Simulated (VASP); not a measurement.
Here is a VASP 6.6.1 calculation.

INCAR

```
PREC = Accurate
ENCUT = 520
EDIFF = 1E-6
ISMEAR = 0
SIGMA = 0.01
LREAL = F
LASPH = T
NELM = 80
ALGO = Normal
ISIF = 2
LWAVE = F
LCHARG = F
GGA = PS
NBANDS = 18
```

The input KPOINTS:

```
Automatic mesh
0
Gamma
  5 5 5
```

POSCAR

```
H2CI2
1.0
    0.0000000000      6.4560000000      2.3465000000
    3.5909500000      0.0000000000      2.3465000000
    3.5909500000      6.4560000000      0.0000000000
H C I
2 1 2
Direct
    0.7537900000      0.9786100000      0.2462100000
    0.9786100000      0.7537900000      0.0213900000
    0.9955200000      0.9955200000      0.0044800000
    0.3808600000      0.1072400000      0.8927600000
    0.1072400000      0.3808600000      0.6191400000
```

Potentials or basis: VASP PAW PBE potentials, release 64 (H, C, I).

Launch:

```bash
$ cat potpaw_PBE.64/H/POTCAR potpaw_PBE.64/C/POTCAR potpaw_PBE.64/I/POTCAR > POTCAR
$ mpirun -np 1 vasp_std > vasp.out
```

Estimate the band gap on the k mesh.

2.91 eV (least direct gap 2.97 eV).

What does it give for the pressure?

4.0 GPa.

Predict the largest force.

3.755 eV/Å.

Stress tensor (GPa, compression positive):
```
7.97 0.00 0.00
0.00 0.62 0.00
0.00 0.00 3.49
```

Caveat: the cell stands under pressure; this functional lacks dispersion, which holds the molecules together, so the pressure and a relaxed volume are unreliable; the PAW data sets were made with another functional, which shifts forces and pressure a little; spin-orbit coupling is left out, which moves the levels of the heavy elements; an odd mesh through Γ misses points on the zone boundary, where band edges can lie. PBEsol gaps usually lie below the measured ones, often by a third to a half.
